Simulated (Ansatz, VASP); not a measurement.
## One calculation of Sb, two programs

```
Sb
1.0
    -2.97157    2.97157    2.97157
     2.97157   -2.97157    2.97157
     2.97157    2.97157   -2.97157
Sb
3
Direct
  0.00000 0.50000 0.50000
  0.50000 0.00000 0.50000
  0.50000 0.50000 0.00000
```

Alike in both runs: task relaxation of cell and atoms; functional PBE; k mesh 12 × 12 × 12; occupations gaussian, width 0.1 eV; no spin polarisation.

|  | VASP | Ansatz |
| --- | --- | --- |
| version | VASP 6.6.1 | Ansatz 0.2.0 |
| potentials or method | VASP PAW PBE potentials, release 64 (Sb), cutoff 600 eV | scalar-relativistic, plane waves, PAW |
| valence electrons in the cell | 15 | 45 |

```tsv
	VASP	Ansatz	Ansatz less VASP
gap on the k mesh at the Fermi level, each at its own relaxed structure (eV)	none	none	-
relaxed volume (Å³/atom)	35.17	35.18	+0.009
relaxed cell length with the largest relative difference (Å)	5.156	5.156	+0.0004
```

A gap of «none» marks a metal or a gap that the smearing closes. VASP's potentials hold 15 valence electrons a cell and Ansatz's 45, so a difference there can come from the potentials and not from the codes.

Neither program's run includes spin-orbit coupling.
